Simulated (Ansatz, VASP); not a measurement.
**ZrS2 in VASP and in Ansatz**

The input INCAR:

```
PREC = Accurate
ENCUT = 500
EDIFF = 1E-6
ISMEAR = -1
SIGMA = 0.02
LREAL = F
LASPH = T
NELM = 120
ALGO = Normal
ISIF = 2
LWAVE = F
LCHARG = F
GGA = PE
NBANDS = 19
GGA_COMPAT = F
```

File KPOINTS:

```
regular mesh
0
Gamma
  12 12 4
```

The input POSCAR:

```
ZrS2
1.0
    3.7111430758      0.0000000000      0.0000000000
   -1.8555715379      3.2139441808      0.0000000000
    0.0000000000      0.0000000000      5.8275719928
Zr S
1 2
Direct
    0.0000000000      0.0000000000      0.0000000000
    0.3333333333      0.6666666667      0.2445405605
    0.6666666667      0.3333333333      0.7554594395
```

Input for Ansatz:

```yaml
crystal:
  lattice:
    - [3.7111430758, 0.0, 0.0]
    - [-1.8555715379, 3.2139441808, 0.0]
    - [0.0, 0.0, 5.8275719928]
  atoms:
    - { symbol: Zr, position: [0.0, 0.0, 0.0] }
    - { symbol: S, position: [0.3333333333, 0.6666666667, 0.2445405605] }
    - { symbol: S, position: [0.6666666667, 0.3333333333, 0.7554594395] }
kpoints:
  mp_grid: { grid: [12, 12, 4] }
  band_path:
    path:
      - [0.0, 0.0, 0.0]
      - [0.5, 0.0, 0.0]
      - [0.3333333333, 0.3333333333, 0.0]
      - [0.0, 0.0, 0.5]
      - [0.5, 0.0, 0.5]
      - [0.3333333333, 0.3333333333, 0.5]
      - [-0.078125, 0.036458, 0.0]
      - [0.0, 0.5, 0.5]
    npoints: 1
hamiltonian:
  xc: pbe
scf:
  occupations: { method: fermi_dirac, width: 0.02 }
  n_extra_bands: 4
output:
  forces: true
  stress: true
  eigenvalues: true
```

Change from the starting cell: epitaxial_xy strain +1.0%.

Alike in both runs: task single point; functional PBE; k mesh 12 × 12 × 4; occupations fermi-dirac, width 0.02 eV; no spin polarisation.

|  | VASP | Ansatz |
| --- | --- | --- |
| version | VASP 6.6.1 | Ansatz 0.2.0 |
| potentials or method | VASP PAW PBE potentials, release 64 (Zr_sv, S) | plane waves, PAW |
| plane-wave cutoff (eV) | 500 | 420 |
| valence electrons in the cell | 24 | 24 |

Ansatz gave:

* gap on the k mesh at the Fermi level (eV): 0.92
* pressure (GPa): 0.3
* traceless stress, the component that is largest in VASP (GPa): 1.66
* rms of the force components (eV/Å): 0.014

Q: Estimate VASP's values.

A: gap on the k mesh at the Fermi level (eV): 0.93; pressure (GPa): 0.3; traceless stress, the component that is largest in VASP (GPa): 1.69; rms of the force components (eV/Å): 0.018.

Atom by atom the forces differ by 0.003 eV/Å (rms over components). With one functional, cell and mesh, what is left measures potentials, basis and numerics.
